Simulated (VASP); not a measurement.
# Se (P-1) in VASP: single point with PBE

Aim: the single point of Se with PBE.

All numbers are computed with VASP 6.6.1; they aren't measurements. Logs are shortened: lines on timing, memory, paths and dates and some standing lists are left out, and cuts for length are marked.

### 1 The cell of the first run

The typed cell holds 2 atoms: a = 4.526 Å, b = 4.381 Å, c = 6.321 Å, α = 90.30°, β = 90.84°, γ = 119.10°.

### 2 Single point, PBE

INCAR reads:

```
SYSTEM = Se
ALGO = Normal
EDIFF = 1E-6
ENCUT = 500
GGA = PE
GGA_COMPAT = .False.
ISIF = 2
ISMEAR = -1
LASPH = .True.
LCHARG = .False.
LREAL = .False.
LWAVE = .False.
NBANDS = 13
NELM = 120
PREC = Accurate
SIGMA = 0.15
```

KPOINTS reads:

```
Automatic mesh
0
Gamma
  2 2 1
  0.5 0.5 0
```

POSCAR reads:

```
Se
1.0
    4.4922042826     -0.4378870635      0.3389361819
   -2.0088750121      3.1663543617      2.2645051275
   -0.8479044697     -4.0189103616      4.8041046899
Se
2
Direct
    0.6773410000      0.0147830000      0.2416140000
    1.0343350000      0.7032110000      0.2445670000
```

Potentials or basis: VASP PAW PBE potentials, release 64 (Se).

Command:

```bash
> cat potpaw_PBE.64/Se/POTCAR > POTCAR
> mpirun -np 1 vasp_std > vasp.out
```

OUTCAR:

```text
SYSTEM = Se
   EDIFF = 1E-6
   ENCUT = 500
   GGA = PE
   ISIF = 2
   ISMEAR = -1
   LASPH = .True.
   LREAL = .False.
   NELM = 120
   PREC = Accurate

 ion  position               nearest neighbor table
   1  0.677  0.015  0.242-   2 2.54   2 2.57   2 2.64
   2  0.034  0.703  0.245-   1 2.54   1 2.57   1 2.64

  LATTYP: Found a triclinic cell.
 ALAT       =     4.5154584169
 B/A-ratio  =     2.2636988318
 C/A-ratio  =     0.9701266236
 COS(alpha) =     0.0010247131
 COS(beta)  =     0.4826073939
 COS(gamma) =     0.6889015572

  Lattice vectors:

 A1 = (   2.4833292705,   2.7284672982,   2.6034413094)
 A2 = (   7.8234380228,   6.3094905963,  -1.8617271986)
 A3 = (  -2.0088750121,   3.1663543617,   2.2645051275)

Analysis of symmetry for initial positions (statically):
=====================================================================
 Subroutine PRICEL returns:
 Original cell was already a primitive cell.

 Routine SETGRP: Setting up the symmetry group for a
 triclinic supercell.

 Subroutine GETGRP returns: Found  2 space group operations
 (whereof  1 operations were pure point group operations)
 out of a pool of  2 trial point group operations.

The static configuration has the point symmetry C_1 .
 The point group associated with its full space group is S_2 .

Analysis of symmetry for dynamics (positions and initial velocities):
=====================================================================
 Subroutine PRICEL returns:
 Original cell was already a primitive cell.

 Routine SETGRP: Setting up the symmetry group for a
 triclinic supercell.

 Subroutine GETGRP returns: Found  2 space group operations
 (whereof  1 operations were pure point group operations)
 out of a pool of  2 trial point group operations.

The dynamic configuration has the point symmetry C_1 .
 The point group associated with its full space group is S_2 .

 Subroutine INISYM returns: Found  2 space group operations
 (whereof  1 operations are pure point group operations),
 and found     1 'primitive' translations

----------------------------------------------------------------------------------------

                                     Primitive cell

  volume of cell :     109.4772

  direct lattice vectors                    reciprocal lattice vectors
     4.492204283 -0.437887064  0.338936182     0.222076826  0.070615292  0.098269395
    -2.008875012  3.166354362  2.264505128     0.006773113  0.199753122  0.168300422
    -0.847904470 -4.018910362  4.804104690    -0.018860459 -0.099139398  0.121890720

[... 70 lines left out ...]
   PSTRESS=    0.0 pullay stress
   NELECT =      12.0000    total number of electrons
   NUPDOWN=      -1.0000    fix difference up-down
   EMIN   =  10.00;   EMAX   =-10.00  energy-range for DOS
   EFERMI =   0.00;   METHOD = LEGACY
   ISMEAR =    -1;   SIGMA  =   0.15  broadening in eV -4-tet -1-fermi 0-gaus
   EFERMI_NEDOS =   21; number of points for ismear=-14 and -15
   IALGO  =     38    algorithm
   IMIX   =      4    mixing-type and parameters
     AMIX     =   0.40;   BMIX     =  1.00
     AMIX_MAG =   1.60;   BMIX_MAG =  1.00
  volume/ion in A,a.u.               =      54.74       369.39
  Fermi-wavevector in a.u.,A,eV,Ry     =   0.783479  1.480561  8.351793  0.613839
  Thomas-Fermi vector in A             =   1.887416
   LORBIT       =      0    0 simple, 1 ext, 2 COOP (PROOUT), +10 PAW based schemes
   GGA     = PE    functional components
   LHFCALC =     F    Hartree Fock is set to
   AEXX    =    0.0000 exact exchange contribution
   IVDW    =     0    specifies the selected vdW correction
   LEPSILON=     F    determine dielectric tensor
   LRPA    =     F    only Hartree local field effects (RPA)
 non-spin polarized calculation
  energy-cutoff  :      500.00
  volume of cell :      109.48
 maximum number of plane-waves:      2784
 NGX is ok and might be reduce to    36
   NGX = 17   NGY = 15   NGZ = 23

 number of electron      12.0000000 magnetization

 Free energy of the ion-electron system (eV)
  ---------------------------------------------------
  ext. energy  EPLUGINS =         0.00000000
  ---------------------------------------------------
  free energy    TOTEN  =        -5.66542079 eV

  energy without entropy =       -5.39967508  energy(sigma->0) =       -5.53254794

 E-fermi :  -1.0499     XC(G=0):  -5.5586

 val. band max:       -1.0629778881   @ k =  -0.2500   0.2500   0.0000
 cond. band min:      -0.9319218807   @ k =   0.2500   0.2500  -0.0000
 fundamental gap:      0.1310560075
 Fermi energy:        -1.0498961276

 k-point     1 :       0.2500    0.2500   -0.0000
  band No.  band energies     occupation
      1     -15.0723      2.00000
      2     -13.4860      2.00000
      3      -6.7751      2.00000
      4      -3.4793      2.00000
      5      -2.9914      2.00000
      6      -2.0871      1.99802
      7      -0.9319      0.62584
      8       2.5131      0.00000
      9       4.0573      0.00000
     10       5.0766      0.00000
     11       5.2019      0.00000
     12       6.5090      0.00000
     13       7.7472      0.00000

 k-point     2 :      -0.2500    0.2500    0.0000
  band No.  band energies     occupation
      1     -15.7819      2.00000
      2     -12.2333      2.00000
      3      -6.0481      2.00000
      4      -4.6648      2.00000
      5      -4.1675      2.00000
      6      -1.0630      1.04358
      7      -0.8080      0.33253
      8       0.5858      0.00004
      9       3.0273      0.00000
     10       6.8092      0.00000
     11       7.0760      0.00000
     12       7.1527      0.00000
     13       8.2971      0.00000

------------------------ aborting loop because EDIFF is reached ----------------------------------------

  FORCE on cell =-STRESS in cart. coord.  units (eV):
  Direction    XX          YY          ZZ          XY          YZ          ZX
  --------------------------------------------------------------------------------------
  -------------------------------------------------------------------------------------
  Total        3.5373538      0.1868383     -0.0020042     -1.6726313     -0.7595367     -0.9336446
  in kB       51.7684962      2.7343421     -0.0293313    -24.4786390    -11.1156736    -13.6637105
  external PRESSURE =      18.1578356 kB  Pullay stress =       0.0000000 kB

 VOLUME and BASIS-vectors are now :
 -----------------------------------------------------------------------------
  energy-cutoff  :      500.00
  volume of cell :      109.48
      direct lattice vectors                 reciprocal lattice vectors
     4.492204283 -0.437887064  0.338936182     0.222076826  0.070615292  0.098269395
    -2.008875012  3.166354362  2.264505128     0.006773113  0.199753122  0.168300422
    -0.847904470 -4.018910362  4.804104690    -0.018860459 -0.099139398  0.121890720

 POSITION                                       TOTAL-FORCE (eV/Angst)
 -----------------------------------------------------------------------------------
      2.80819     -1.22082      1.42379        -0.899824      0.376789      0.047383
     -1.46579      1.22869      2.77899         0.899824     -0.376789     -0.047383
 -----------------------------------------------------------------------------------
    total drift:                               -0.000000     -0.000003      0.000003

  FREE ENERGIE OF THE ION-ELECTRON SYSTEM (eV)
  ---------------------------------------------------
  free  energy   TOTEN  =        -5.6654207905 eV

  energy  without entropy=       -5.3996750836  energy(sigma->0) =       -5.53254794
```

Run time: 5.4 s. Hardware: 1 thread of Intel Xeon Platinum 8559C (Emerald Rapids), shared host; peak memory 0.2 GiB.

What came out:

| Property | Result |
| --- | --- |
| Free energy | -5.6654 eV |
| Pressure | 1.8 GPa |
| Largest force | 0.977 eV/Å |
| Band gap on the k mesh | 0.13 eV, indirect (least direct gap 0.26 eV) |

Forces in eV/Å, atoms in the order of the input:
```
Se  -0.900  0.377  0.047
Se   0.900 -0.377 -0.047
```

Levels at points of the mesh, in eV from the valence-band top:
```csv
k point,band 2,band 3,band 4,band 5,band 6,band 7,band 8,band 9,band 10,band 11
"(0.25, 0.25, 0.00)",-12.42,-5.71,-2.42,-1.93,-1.02,0.13,3.58,5.12,6.14,6.26
```

Caveat: the k points lie up to 0.99 Å⁻¹ apart. A k mesh can miss the band edges.
